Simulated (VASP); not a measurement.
# As (P-1) in VASP: notebook, part 2 of 2

VASP 6.6.1. Earlier steps stand in the parts before.

### Step 3. Single point, B3LYP

POSCAR

```
As
1.0
    2.9794804000     -0.1006165900      0.3237709600
   -0.1006165900      2.5830128800      0.2618843200
    0.3237709600      0.2618843200      2.5485519600
As
1
Direct
    0.5000000000      0.5000000000      0.5000000000
```

INCAR.step1

```
ALGO = Normal ; EDIFF = 1E-5
ENCUT = 400 ; GGA = PE
GGA_COMPAT = False ; ISIF = 2
ISMEAR = -1 ; LASPH = True
LREAL = False ; LWAVE = True
NBANDS = 8 ; NELM = 120
PREC = Accurate ; SIGMA = 0.05
```

INCAR.step2

```
AEXX = 0.2 ; AGGAC = 0.81
AGGAX = 0.72 ; ALDAC = 0.19
ALGO = Normal ; EDIFF = 1E-6
ENCUT = 400 ; GGA = B3
GGA_COMPAT = False ; ISIF = 2
ISMEAR = -1 ; ISTART = 1
LASPH = True ; LCHARG = True
LELF = True ; LHFCALC = True
LREAL = False ; LVHAR = True
LWAVE = False ; NBANDS = 8
NELM = 120 ; PREC = Accurate
PRECFOCK = Normal ; SIGMA = 0.05
```

KPOINTS

```
k-points
0
Gamma
  5 5 6
```

Potentials or basis: VASP PAW PBE potentials, release 64 (As).

Launch:

```sh
$ cat potpaw_PBE.64/As/POTCAR > POTCAR
$ cp INCAR.step1 INCAR
$ mpirun -np 1 vasp_std > vasp.out
$ cp INCAR.step2 INCAR
$ mpirun -np 1 vasp_std > vasp.out
```

OUTCAR:

```text
AEXX = 0.2
   EDIFF = 1E-6
   ENCUT = 400
   GGA = B3
   ISIF = 2
   ISMEAR = -1
   ISTART = 1
   LASPH = True
   LHFCALC = True
   LREAL = False
   NELM = 120
   PREC = Accurate
   PRECFOCK = Normal

 ion  position               nearest neighbor table
   1  0.500  0.500  0.500-

  LATTYP: Found a triclinic cell.
 ALAT       =     5.6561247992
 B/A-ratio  =     0.6800035884
 C/A-ratio  =     0.9385301920
 COS(alpha) =     0.0061830983
 COS(beta)  =     0.5422128882
 COS(gamma) =     0.8271459042

  Lattice vectors:

 A1 = (   2.4544762600,   4.8035248500,  -1.7010123600)
 A2 = (   2.8788638100,   2.4823962900,   0.5856552800)
 A3 = (  -0.7481585100,   2.0592442400,  -4.8352196000)

Analysis of symmetry for initial positions (statically):
=====================================================================
 Subroutine PRICEL returns:
 Original cell was already a primitive cell.

 Routine SETGRP: Setting up the symmetry group for a
 triclinic supercell.

 Subroutine GETGRP returns: Found  2 space group operations
 (whereof  2 operations were pure point group operations)
[... 172 lines left out ...]
 cond. band min:       6.9743026052   @ k =   0.4000  -0.4000   0.3333
 fundamental gap:      0.6826720932
 Fermi energy:         6.6337638570

 k-point     1 :       0.0000    0.0000    0.0000
  band No.  band energies     occupation
      1     -10.6943      2.00000
      2       8.3293      0.00000
      3      13.0647      0.00000
      4      14.0689      0.00000
      5      14.6984      0.00000
      6      17.9275      0.00000
      7      20.9588      0.00000
      8      27.6117      0.00000
[... 243 lines left out ...]
 k-point    24 :       0.0000    0.4000    0.1667
  band No.  band energies     occupation
      1      -6.9938      2.00000
      2       1.1208      2.00000
      3      10.9274      0.00000
      4      11.8080      0.00000
      5      17.8248      0.00000
      6      18.1710      0.00000
      7      20.1734      0.00000
      8      24.2868      0.00000

 [... further k-points ...]

------------------------ aborting loop because EDIFF is reached ----------------------------------------

  FORCE on cell =-STRESS in cart. coord.  units (eV):
  Direction    XX          YY          ZZ          XY          YZ          ZX
  --------------------------------------------------------------------------------------
  -------------------------------------------------------------------------------------
  Total       -0.0634299      1.7361409      1.9612506     -0.1854879     -1.1790581     -0.2603250
  in kB       -5.3219063    145.6660582    164.5532564    -15.5628485    -98.9255777    -21.8418391
  external PRESSURE =     101.6324694 kB  Pullay stress =       0.0000000 kB

 VOLUME and BASIS-vectors are now :
 -----------------------------------------------------------------------------
  energy-cutoff  :      400.00
  volume of cell :       19.10
      direct lattice vectors                 reciprocal lattice vectors
     2.979480400 -0.100616590  0.323770960     0.341141460  0.017868729 -0.045175158
    -0.100616590  2.583012880  0.261884320     0.017868729  0.392156622 -0.042567327
     0.323770960  0.261884320  2.548551960    -0.045175158 -0.042567327  0.402492920

 POSITION                                       TOTAL-FORCE (eV/Angst)
 -----------------------------------------------------------------------------------
      1.60132      1.37214      1.56710        -0.000000     -0.000000     -0.000000
 -----------------------------------------------------------------------------------
    total drift:                                0.000000      0.000000     -0.000000

  FREE ENERGIE OF THE ION-ELECTRON SYSTEM (eV)
  ---------------------------------------------------
  free  energy   TOTEN  =        -4.6757496724 eV

  energy  without entropy=       -4.6757033663  energy(sigma->0) =       -4.67572652
```

It took 12 min on 1 thread of AMD EPYC 7R13, shared host; peak memory 0.1 GiB.

Results:

```
Free energy            : -4.6757 eV
Pressure               : 10.2 GPa
Band gap on the k mesh : zero (an odd number of electrons rules out a gap without spin polarisation)
```

Caveat: the k points lie up to 0.50 Å⁻¹ apart, too coarse for converged energies and pressures of a metal; the PAW data sets were made with another functional, which shifts forces and pressure a little; an odd number of electrons without spin polarisation forces a metal; a magnetic or distorted state may lie lower.

### Step 4. Single point, PBE-based screened hybrid with 30 % exact exchange

POSCAR is that of step 3.

INCAR.step1

```
SYSTEM = As
  PREC = Accurate
  ENCUT = 520
  EDIFF = 1E-5
  ISMEAR = -1
  SIGMA = 0.05
  LREAL = .FALSE.
  LASPH = .TRUE.
  NELM = 100
  ALGO = Normal
  ISIF = 2
  LWAVE = .TRUE.
  LCHARG = .FALSE.
  NBANDS = 8
  GGA = PE
```

INCAR.step2

```
SYSTEM = As
  PREC = Accurate
  ENCUT = 520
  EDIFF = 1E-7
  ISMEAR = -1
  SIGMA = 0.05
  LREAL = .FALSE.
  LASPH = .TRUE.
  NELM = 100
  ALGO = Normal
  ISIF = 2
  LWAVE = .FALSE.
  LCHARG = .FALSE.
  GGA = PE
  LHFCALC = .TRUE.
  AEXX = 0.3
  HFSCREEN = 0.2
  PRECFOCK = Normal
  NBANDS = 8
  ISTART = 1
```

KPOINTS

```
Automatic mesh
0
G
  5 5 6
  0 0 0
```

Launch:

```sh
$ cat potpaw_PBE.64/As/POTCAR > POTCAR
$ cp INCAR.step1 INCAR
$ mpirun -np 1 vasp_std > vasp.out
$ cp INCAR.step2 INCAR
$ mpirun -np 1 vasp_std > vasp.out
```

Wall time 5.5 min (1 thread of AMD EPYC 9R45 (Zen 5), shared host); peak memory 0.21 GiB.

Results (log left out):

```yaml
Free_energy: -5.3584 eV
Pressure: 2.2 GPa
Band_gap_on_the_k_mesh: zero (an odd number of electrons rules out a gap without spin polarisation)
```

Stress tensor (GPa, compression positive):
```
-7.79 -1.63 -2.15
-1.63  5.93 -9.70
-2.15 -9.70  8.39
```

Levels at points of the mesh, in eV from the Fermi level:
```csv
k point,band 1,band 2,band 3,band 4,band 5
"(0.00, 0.00, 0.00)",-17.75,1.58,6.52,7.06,8.17
"(0.00, 0.00, 0.50)",-12.60,-8.51,2.99,7.98,8.05
```

Caveat: the k points lie up to 0.50 Å⁻¹ apart, too coarse for converged energies and pressures of a metal; the PAW data sets were made with another functional, which shifts forces and pressure a little; an odd number of electrons without spin polarisation forces a metal; a magnetic or distorted state may lie lower.

### Step 5. Summary

| level | cutoff (eV) | share of exact exchange | screening parameter | gap on the mesh (eV) | pressure (GPa) |
| --- | --- | --- | --- | --- | --- |
| PBE0 | 400 | 0.25 | - | none | 2.8 |
| B3LYP | 400 | 0.2 | - | none | 10.2 |
| PBE-based screened hybrid with 30 % exact exchange | 520 | 0.3 | 0.2 1/Å | none | 2.2 |

Alike in all rows: task single point; potentials or basis VASP PAW PBE potentials, release 64 (As); no spin polarisation; cell as given; k mesh 5 × 5 × 6; smearing fermi-dirac 0.05 eV.

Caveats: all runs use coarse meshes; the PAW data sets were made with another functional, which shifts forces and pressure a little; an odd number of electrons without spin polarisation forces a metal; a magnetic or distorted state may lie lower.

Total energies depend on the potentials used, so only differences within one code and one set of settings carry meaning.

The gap in the log of VASP goes by the Fermi energy; the results here count the filled bands.